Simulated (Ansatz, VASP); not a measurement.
# RbTaAs2: VASP beside Ansatz

```xyz
4
Lattice="5.2649 0.0000 0.0000 -2.6324 4.5595 0.0000 0.0000 0.0000 5.9501" Properties=species:S:1:pos:R:3 pbc="T T T"
Rb    0.0000    0.0000    0.0000
Ta    0.0000    0.0000    2.9750
As    0.0000    3.0397    0.0000
As    2.6324    1.5198    0.0000
```

Alike in both runs: task relaxation of cell and atoms; functional PBE; k mesh 12 × 12 × 8; occupations gaussian, width 0.1 eV; no spin polarisation.

```csv
,VASP,Ansatz
version,VASP 6.6.1,Ansatz 0.2.0
potentials or method,"VASP PAW PBE potentials, release 64 (Rb_sv, Ta_pv, As), cutoff 600 eV","scalar-relativistic, plane waves, PAW"
valence electrons in the cell,30,52
```

Ansatz gave:

```
gap on the k mesh at the Fermi level, each at its own relaxed structure (eV) : none
relaxed volume (Å³/atom)                                                     : 35.24
relaxed cell length with the largest relative difference (Å)                 : 5.885
```

Which values does VASP return?

gap on the k mesh at the Fermi level, each at its own relaxed structure (eV): none; relaxed volume (Å³/atom): 35.74; relaxed cell length with the largest relative difference (Å): 5.949.

A gap of «none» marks a metal or a gap that the smearing closes. VASP's potentials hold 30 valence electrons a cell and Ansatz's 52, so a difference there can come from the potentials and not from the codes.

Spin-orbit coupling is off throughout.
